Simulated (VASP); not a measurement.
# Ba in VASP: notebook

The runs below take Ba through single point, with PBE, LDA.

Program: VASP 6.6.1. These are calculated values, not measurements. Logs are shortened: lines on timing, memory, paths and dates and some standing lists are left out, and cuts for length are marked.

**1. The cell of the first run**

It takes space group I4/mmm (No. 139, tetragonal). Conventional cell: a = 5.013 Å, b = 5.013 Å, c = 4.812 Å, α = 90.00°, β = 90.00°, γ = 90.00°. Ba (site symmetry 4/mmm) has 14 Ba at 4.28 to 5.01 Å within 5.6 Å.

**2. Single point, PBE**

Input file INCAR:

```
SYSTEM = Ba
PREC = Accurate
ENCUT = 520
EDIFF = 1E-7
ISMEAR = -1
SIGMA = 0.05
LREAL = .FALSE.
LASPH = .TRUE.
NELM = 100
ALGO = Normal
ISIF = 2
LWAVE = .FALSE.
LCHARG = .FALSE.
GGA = PE
NBANDS = 11
```

Input file KPOINTS:

```
regular mesh
0
G
  8 8 8
  0 0 0
```

Input file POSCAR:

```
Ba
1.0
   -2.5065000000      2.5065000000      2.4062400000
    2.5065000000     -2.5065000000      2.4062400000
    2.5065000000      2.5065000000     -2.4062400000
Ba
1
Direct
    0.0000000000      0.0000000000      0.0000000000
```

Potentials or basis: VASP PAW PBE potentials, release 64 (Ba_sv).

On the command line:

```console
$ cat potpaw_PBE.64/Ba_sv/POTCAR > POTCAR
$ mpirun -np 1 vasp_std > vasp.out
```

OUTCAR:

```text
SYSTEM = Ba
   PREC = Accurate
   ENCUT = 520
   EDIFF = 1E-7
   ISMEAR = -1
   LREAL = .FALSE.
   LASPH = .TRUE.
   NELM = 100
   ISIF = 2
   GGA = PE

 ion  position               nearest neighbor table
   1  0.000  0.000  0.000-

  LATTYP: Found a body centered tetragonal cell.
 ALAT       =     5.0130000000
 C/A-ratio  =     0.9600000000

  Lattice vectors:

 A1 = (  -2.5065000000,   2.5065000000,   2.4062400000)
 A2 = (   2.5065000000,  -2.5065000000,   2.4062400000)
 A3 = (   2.5065000000,   2.5065000000,  -2.4062400000)

Analysis of symmetry for initial positions (statically):
=====================================================================
 Subroutine PRICEL returns:
 Original cell was already a primitive cell.

 Routine SETGRP: Setting up the symmetry group for a
 body centered tetragonal supercell.

 Subroutine GETGRP returns: Found 16 space group operations
 (whereof 16 operations were pure point group operations)
 out of a pool of 16 trial point group operations.

The static configuration has the point symmetry D_4h.

Analysis of symmetry for dynamics (positions and initial velocities):
=====================================================================
 Subroutine PRICEL returns:
 Original cell was already a primitive cell.

 Routine SETGRP: Setting up the symmetry group for a
 body centered tetragonal supercell.

 Subroutine GETGRP returns: Found 16 space group operations
 (whereof 16 operations were pure point group operations)
 out of a pool of 16 trial point group operations.

The dynamic configuration has the point symmetry D_4h.

 Subroutine INISYM returns: Found 16 space group operations
 (whereof 16 operations are pure point group operations),
 and found     1 'primitive' translations

----------------------------------------------------------------------------------------

                                     Primitive cell

  volume of cell :      60.4692

  direct lattice vectors                    reciprocal lattice vectors
    -2.506500000  2.506500000  2.406240000     0.000000000  0.199481348  0.207793071
     2.506500000 -2.506500000  2.406240000     0.199481348  0.000000000  0.207793071
     2.506500000  2.506500000 -2.406240000     0.199481348  0.199481348  0.000000000

  length of vectors
     4.284282371  4.284282371  4.284282371     0.288046470  0.288046470  0.282109228

  position of ions in fractional coordinates (direct lattice)
     0.000000000  0.000000000  0.000000000

  ion indices of the primitive-cell ions
   primitive index   ion index
                 1           1

----------------------------------------------------------------------------------------

 KPOINTS: regular mesh

Automatic generation of k-mesh.
 Grid dimensions read from file:
 generate k-points for:    8    8    8

 Generating k-lattice:

  Cartesian coordinates                     Fractional coordinates (reciprocal lattice)
     0.000000000  0.024935169  0.025974134     0.125000000  0.000000000  0.000000000
     0.024935169  0.000000000  0.025974134     0.000000000  0.125000000  0.000000000
     0.024935169  0.024935169  0.000000000     0.000000000  0.000000000  0.125000000

  Length of vectors
     0.036005809  0.036005809  0.035263654

  Shift w.r.t. Gamma in fractional coordinates (k-lattice)
     0.000000000  0.000000000  0.000000000

 Subroutine IBZKPT returns following result:
 ===========================================

 Found     59 irreducible k-points:

 Following reciprocal coordinates:
            Coordinates               Weight
  0.000000  0.000000  0.000000      1.000000
  0.125000  0.000000  0.000000      8.000000
  0.250000  0.000000  0.000000      8.000000
  0.375000  0.000000  0.000000      8.000000
  0.500000  0.000000  0.000000      4.000000
  0.125000  0.125000  0.000000      8.000000
[... 16 lines left out ...]
  0.250000  0.125000  0.125000     16.000000
  0.375000  0.125000  0.125000      8.000000
 [... further k-points ...]
   k-points           NKPTS =     59   k-points in BZ     NKDIM =     59   number of bands    NBANDS=     11
   number of dos      NEDOS =    301   number of ions     NIONS =      1
   total plane-waves  NPLWV =  32768
   dimension x,y,z NGX =    32 NGY =   32 NGZ =   32
   dimension x,y,z NGXF=    64 NGYF=   64 NGZF=   64
   ions per type =               1
   NGX,Y,Z   is equivalent  to a cutoff of  12.42, 12.42, 12.42 a.u.
   NGXF,Y,Z  is equivalent  to a cutoff of  24.83, 24.83, 24.83 a.u.
 SYSTEM =  Ba
   PREC   = accura    normal or accurate (medium, high low for compatibility)
   ISTART =      0    job   : 0-new  1-cont  2-samecut
   ICHARG =      2    charge: 1-file 2-atom 10-const
   ISPIN  =      1    spin polarized calculation?
   LNONCOLLINEAR =      F non collinear calculations
   LSORBIT =      F    spin-orbit coupling
   LASPH  =      T    aspherical Exc in radial PAW
   ENCUT  =  520.0 eV  38.22 Ry    6.18 a.u.   7.97  7.97  7.97*2*pi/ulx,y,z
   NELM   =    100;   NELMIN=  2; NELMDL= -5     # of ELM steps
   EDIFF  = 0.1E-06   stopping-criterion for ELM
   LREAL  =      F    real-space projection
   EDIFFG = 0.1E-05   stopping-criterion for IOM
   NSW    =      0    number of steps for IOM
   IBRION =     -1    ionic relax: 0-MD 1-quasi-New 2-CG
   NFREE  =      0    steps in history (QN), initial steepest desc. (CG)
   ISIF   =      2    stress and relaxation
   ISYM   =      2    0-nonsym 1-usesym 2-fastsym
   POTIM  = 0.5000    time-step for ionic-motion
   TEBEG  =    0.0;   TEEND  =   0.0 temperature during run
   PSTRESS=    0.0 pullay stress
   NELECT =      10.0000    total number of electrons
   NUPDOWN=      -1.0000    fix difference up-down
   EMIN   =  10.00;   EMAX   =-10.00  energy-range for DOS
   EFERMI =   0.00;   METHOD = LEGACY
   ISMEAR =    -1;   SIGMA  =   0.05  broadening in eV -4-tet -1-fermi 0-gaus
   EFERMI_NEDOS =   21; number of points for ismear=-14 and -15
   IALGO  =     38    algorithm
   IMIX   =      4    mixing-type and parameters
     AMIX     =   0.40;   BMIX     =  1.00
     AMIX_MAG =   1.60;   BMIX_MAG =  1.00
  volume/ion in A,a.u.               =      60.47       408.07
  Fermi-wavevector in a.u.,A,eV,Ry     =   0.898594  1.698096 10.986306  0.807471
  Thomas-Fermi vector in A             =   2.021322
   LORBIT       =      0    0 simple, 1 ext, 2 COOP (PROOUT), +10 PAW based schemes
   GGA     = PE    functional components
   LHFCALC =     F    Hartree Fock is set to
   AEXX    =    0.0000 exact exchange contribution
   IVDW    =     0    specifies the selected vdW correction
   LEPSILON=     F    determine dielectric tensor
   LRPA    =     F    only Hartree local field effects (RPA)
 non-spin polarized calculation
  energy-cutoff  :      520.00
  volume of cell :       60.47
 maximum number of plane-waves:      1641
   NGX = 15   NGY = 15   NGZ = 15

 number of electron      10.0000000 magnetization

 number of electron       9.9999999 magnetization

 Free energy of the ion-electron system (eV)
  ---------------------------------------------------
  ext. energy  EPLUGINS =         0.00000000
  ---------------------------------------------------
  free energy    TOTEN  =        -1.91141403 eV

  energy without entropy =       -1.90407040  energy(sigma->0) =       -1.90774221

 E-fermi :   1.7640     XC(G=0):  -7.5406

 val. band max:        1.7386519046   @ k =  -0.3750  -0.3750   0.2500
 cond. band min:       1.8865754354   @ k =   0.2500   0.2500   0.1250
 fundamental gap:      0.1479235309
 Fermi energy:         1.7640361867

 k-point     1 :       0.0000    0.0000    0.0000
  band No.  band energies     occupation
      1     -27.0323      2.00000
      2     -11.9577      2.00000
      3     -11.9577      2.00000
      4     -11.9552      2.00000
      5      -0.9845      2.00000
      6       3.4947      0.00000
      7       3.7559      0.00000
      8       3.7559      0.00000
      9       4.9194      0.00000
     10       5.3040      0.00000
     11       8.7365      0.00000

 k-point     2 :       0.1250    0.0000    0.0000
  band No.  band energies     occupation
      1     -27.0246      2.00000
      2     -12.0389      2.00000
      3     -11.9836      2.00000
      4     -11.9582      2.00000
      5      -0.6790      2.00000
      6       3.3577      0.00000
      7       3.5694      0.00000
      8       3.9555      0.00000
      9       4.8295      0.00000
     10       5.0977      0.00000
     11       9.1956      0.00000

 k-point     3 :       0.2500    0.0000    0.0000
  band No.  band energies     occupation
      1     -27.0060      2.00000
      2     -12.2292      2.00000
      3     -12.0450      2.00000
      4     -11.9625      2.00000
      5       0.0800      2.00000
      6       2.8975      0.00000
      7       3.0013      0.00000
      8       4.8385      0.00000
      9       4.9666      0.00000
     10       5.1406      0.00000
     11       9.2309      0.00000

 k-point     4 :       0.3750    0.0000    0.0000
  band No.  band energies     occupation
      1     -26.9873      2.00000
      2     -12.4085      2.00000
      3     -12.1050      2.00000
      4     -11.9668      2.00000
      5       0.7376      2.00000
      6       2.5231      0.00000
      7       2.8891      0.00000
      8       5.1848      0.00000
      9       5.5213      0.00000
     10       6.1886      0.00000
     11       8.1576      0.00000
[... 239 lines left out ...]
 k-point    22 :       0.1250    0.1250    0.1250
  band No.  band energies     occupation
      1     -26.9980      2.00000
      2     -12.3038      2.00000
      3     -12.0280      2.00000
      4     -12.0182      2.00000
      5       0.5462      2.00000
      6       2.5866      0.00000
      7       2.6908      0.00000
      8       5.1222      0.00000
      9       5.2718      0.00000
     10       5.7765      0.00000
     11       9.8501      0.00000

 k-point    23 :       0.2500    0.1250    0.1250
  band No.  band energies     occupation
      1     -26.9839      2.00000
      2     -12.3858      2.00000
      3     -12.1189      2.00000
      4     -12.0383      2.00000
      5       1.3038      1.99980
      6       2.3622      0.00001
      7       2.5101      0.00000
      8       5.3924      0.00000
      9       5.6219      0.00000
     10       6.9613      0.00000
     11       8.2127      0.00000

 k-point    24 :       0.3750    0.1250    0.1250
  band No.  band energies     occupation
      1     -26.9781      2.00000
      2     -12.4060      2.00000
      3     -12.1724      2.00000
      4     -12.0439      2.00000
      5       1.4618      1.99527
      6       2.2789      0.00007
      7       2.8511      0.00000
      8       5.4078      0.00000
      9       5.8781      0.00000
     10       7.0640      0.00000
     11       7.8103      0.00000

 [... further k-points ...]

------------------------ aborting loop because EDIFF is reached ----------------------------------------

  FORCE on cell =-STRESS in cart. coord.  units (eV):
  Direction    XX          YY          ZZ          XY          YZ          ZX
  --------------------------------------------------------------------------------------
  -------------------------------------------------------------------------------------
  Total        0.1364195      0.1364195      0.2349165      0.0000000      0.0000000      0.0000000
  in kB        3.6145379      3.6145379      6.2242879      0.0000000      0.0000000      0.0000000
  external PRESSURE =       4.4844546 kB  Pullay stress =       0.0000000 kB

 VOLUME and BASIS-vectors are now :
 -----------------------------------------------------------------------------
  energy-cutoff  :      520.00
  volume of cell :       60.47
      direct lattice vectors                 reciprocal lattice vectors
    -2.506500000  2.506500000  2.406240000     0.000000000  0.199481348  0.207793071
     2.506500000 -2.506500000  2.406240000     0.199481348  0.000000000  0.207793071
     2.506500000  2.506500000 -2.406240000     0.199481348  0.199481348  0.000000000

 POSITION                                       TOTAL-FORCE (eV/Angst)
 -----------------------------------------------------------------------------------
      0.00000      0.00000      0.00000        -0.000000      0.000000     -0.000000
 -----------------------------------------------------------------------------------
    total drift:                               -0.000000      0.000000      0.000000

  FREE ENERGIE OF THE ION-ELECTRON SYSTEM (eV)
  ---------------------------------------------------
  free  energy   TOTEN  =        -1.9114140259 eV

  energy  without entropy=       -1.9040703975  energy(sigma->0) =       -1.90774221
```

Run time: 28 s. Hardware: 1 thread of Intel Xeon Platinum 8375C at 2.90GHz (Ice Lake), shared host; peak memory 0.19 GiB.

What came out:

```yaml
Free_energy: -1.9114 eV
Pressure: 0.4 GPa
Band_gap_on_the_k_mesh: zero (bands 5 and 6 overlap by 1.09 eV)
```

Stress tensor (GPa, compression positive):
```
0.36 0.00 0.00
0.00 0.36 0.00
0.00 0.00 0.62
```

Caveat: spin-orbit coupling is left out, which moves the levels of the heavy elements.

**3. Single point, PBE**

This run uses another cell than the first one, of 61.73 Å³/atom.

Input file INCAR:

```
SYSTEM = Ba
  PREC = Accurate
  ENCUT = 520
  EDIFF = 1E-6
  ISMEAR = -1
  SIGMA = 0.05
  LREAL = .FALSE.
  LASPH = .TRUE.
  NELM = 80
  ALGO = Normal
  ISIF = 2
  LWAVE = .FALSE.
  LCHARG = .FALSE.
  GGA = PE
  NBANDS = 11
```

Input file KPOINTS:

```
Automatic mesh
0
G
  8 8 8
  0 0 0
```

Input file POSCAR:

```
Ba
1.0
   -2.5065000000      2.5065000000      2.4563700000
    2.5065000000     -2.5065000000      2.4563700000
    2.5065000000      2.5065000000     -2.4563700000
Ba
1
Direct
    0.0000000000      0.0000000000      0.0000000000
```

Potentials or basis: VASP PAW PBE potentials, release 64 (Ba_sv).

On the command line:

```console
$ cat potpaw_PBE.64/Ba_sv/POTCAR > POTCAR
$ mpirun -np 1 vasp_std > vasp.out
```

Run time: 24 s. Hardware: 1 thread of Intel Xeon Platinum 8375C at 2.90GHz (Ice Lake), shared host; peak memory 0.19 GiB.

Results (log left out):

```
Free energy            : -1.9151 eV
Pressure               : 0.2 GPa
Band gap on the k mesh : zero (bands 5 and 6 overlap by 1.08 eV)
```

Stress tensor (GPa, compression positive):
```
0.20 0.00 0.00
0.00 0.20 0.00
0.00 0.00 0.31
```

Levels at points of the mesh, in eV from the Fermi level:
```
           k point  band 1  band 2  band 3  band 4  band 5  band 6  band 7  band 8  band 9  band 10
(0.00, 0.00, 0.00)  -28.83  -13.77  -13.77  -13.77   -2.74    1.79    1.92    1.92    3.21     3.39
(0.50, 0.00, 0.00)  -28.78  -14.26  -13.93  -13.77   -0.88    0.67    1.36    3.32    3.92     5.36
(0.50, 0.50, 0.00)  -28.78  -14.26  -13.92  -13.77   -0.89    0.80    1.29    3.17    3.81     5.33
(0.50, 0.50, 0.50)  -28.75  -14.11  -14.11  -14.09   -0.57   -0.54    4.41    4.41    4.63     4.83
```

Caveat: spin-orbit coupling is left out, which moves the levels of the heavy elements.

**4. Single point, PBE**

This run uses another cell than the first one, of 62.36 Å³/atom.

Input file INCAR:

```
SYSTEM = Ba
PREC     = Accurate       ! precision mode
ENCUT    = 520            ! plane-wave cutoff, eV
EDIFF    = 1E-6           ! SCF threshold, eV
ISMEAR   = -1             ! smearing method
SIGMA    = 0.05           ! smearing width, eV
LREAL    = .False.        ! projectors in reciprocal space
LASPH    = .True.         ! aspherical terms in the spheres
NELM     = 100            ! most SCF steps
ALGO     = Normal         ! electronic algorithm
ISIF     = 2              ! what is computed and relaxed
LWAVE    = .False.        ! write WAVECAR
LCHARG   = .False.        ! write CHGCAR
GGA      = PE             ! functional
NBANDS   = 11             ! bands
```

Input file KPOINTS:

```
regular mesh
0
Gamma
  8 8 8
  0 0 0
```

Input file POSCAR:

```
Ba
1.0
   -2.5065000000      2.5065000000      2.4814350000
    2.5065000000     -2.5065000000      2.4814350000
    2.5065000000      2.5065000000     -2.4814350000
Ba
1
Direct
    0.0000000000      0.0000000000      0.0000000000
```

Potentials or basis: VASP PAW PBE potentials, release 64 (Ba_sv).

On the command line:

```console
$ cat potpaw_PBE.64/Ba_sv/POTCAR > POTCAR
$ mpirun -np 1 vasp_std > vasp.out
```

OUTCAR:

```text
SYSTEM = Ba
   PREC = Accurate
   ENCUT = 520
   EDIFF = 1E-6
   ISMEAR = -1
   LREAL = .False.
   LASPH = .True.
   NELM = 100
   ISIF = 2
   GGA = PE

 ion  position               nearest neighbor table
   1  0.000  0.000  0.000-

  LATTYP: Found a body centered tetragonal cell.
 ALAT       =     5.0130000000
 C/A-ratio  =     0.9900000000

  Lattice vectors:

 A1 = (  -2.5065000000,   2.5065000000,   2.4814350000)
 A2 = (   2.5065000000,  -2.5065000000,   2.4814350000)
[... 517 lines left out ...]

 [... further k-points ...]

------------------------ aborting loop because EDIFF is reached ----------------------------------------

  FORCE on cell =-STRESS in cart. coord.  units (eV):
  Direction    XX          YY          ZZ          XY          YZ          ZX
  --------------------------------------------------------------------------------------
  -------------------------------------------------------------------------------------
  Total        0.0452902      0.0452902      0.0667232      0.0000000      0.0000000      0.0000000
  in kB        1.1636355      1.1636355      1.7143096      0.0000000      0.0000000      0.0000000
  external PRESSURE =       1.3471935 kB  Pullay stress =       0.0000000 kB

 VOLUME and BASIS-vectors are now :
 -----------------------------------------------------------------------------
  energy-cutoff  :      520.00
  volume of cell :       62.36
      direct lattice vectors                 reciprocal lattice vectors
    -2.506500000  2.506500000  2.481435000     0.000000000  0.199481348  0.201496312
     2.506500000 -2.506500000  2.481435000     0.199481348  0.000000000  0.201496312
     2.506500000  2.506500000 -2.481435000     0.199481348  0.199481348  0.000000000

 POSITION                                       TOTAL-FORCE (eV/Angst)
 -----------------------------------------------------------------------------------
      0.00000      0.00000      0.00000        -0.000000      0.000000      0.000000
 -----------------------------------------------------------------------------------
    total drift:                                0.000000      0.000000     -0.000000

  FREE ENERGIE OF THE ION-ELECTRON SYSTEM (eV)
  ---------------------------------------------------
  free  energy   TOTEN  =        -1.9160354738 eV

  energy  without entropy=       -1.9082630718  energy(sigma->0) =       -1.91214927
```

OSZICAR:

```text
N       E                     dE             d eps       ncg     rms          rms(c)
DAV:   1     0.536304238350E+02    0.53630E+02   -0.41361E+03  1298   0.742E+02
DAV:   2     0.662309195442E+00   -0.52968E+02   -0.51663E+02  1562   0.138E+02
DAV:   3    -0.184180067735E+01   -0.25041E+01   -0.24922E+01  1618   0.306E+01
DAV:   4    -0.191393064253E+01   -0.72130E-01   -0.72027E-01  1737   0.478E+00
DAV:   5    -0.191577123063E+01   -0.18406E-02   -0.18403E-02  1697   0.604E-01    0.165E+00
DAV:   6    -0.191538534703E+01    0.38588E-03   -0.36479E-03  1614   0.550E-01    0.979E-01
DAV:   7    -0.191583100096E+01   -0.44565E-03   -0.67075E-03  1486   0.855E-01    0.437E-02
DAV:   8    -0.191602399172E+01   -0.19299E-03   -0.34687E-04  1977   0.108E-01    0.315E-02
DAV:   9    -0.191603426292E+01   -0.10271E-04   -0.74877E-06  1635   0.230E-02    0.589E-03
DAV:  10    -0.191603553621E+01   -0.12733E-05   -0.37541E-06  1587   0.124E-02    0.187E-03
DAV:  11    -0.191603547380E+01    0.62413E-07   -0.59267E-07   925   0.704E-03
   1 F= -.19160355E+01 E0= -.19121493E+01  d E =-.777240E-02
```

stdout:

```text
POSCAR found type information on POSCAR Ba
 POSCAR found :  1 types and       1 ions
 scaLAPACK will be used
 LDA part: xc-table for (Slater+PW92), standard interpolation
 POSCAR, INCAR and KPOINTS ok, starting setup
 FFT: planning ... GRIDC
 FFT: planning ... GRID_SOFT
 FFT: planning ... GRID
 WAVECAR not read
 entering main loop
```

Wall time 22 s (1 thread of Intel Xeon Platinum 8375C at 2.90GHz (Ice Lake), shared host); peak memory 0.19 GiB.

Results:

```yaml
Free_energy: -1.9160 eV
Pressure: 0.1 GPa
Band_gap_on_the_k_mesh: zero (bands 5 and 6 overlap by 1.07 eV)
```

Caveat: spin-orbit coupling is left out, which moves the levels of the heavy elements.

[end of part 1 of 2]

The gap in the log of VASP goes by the Fermi energy; the results here count the filled bands.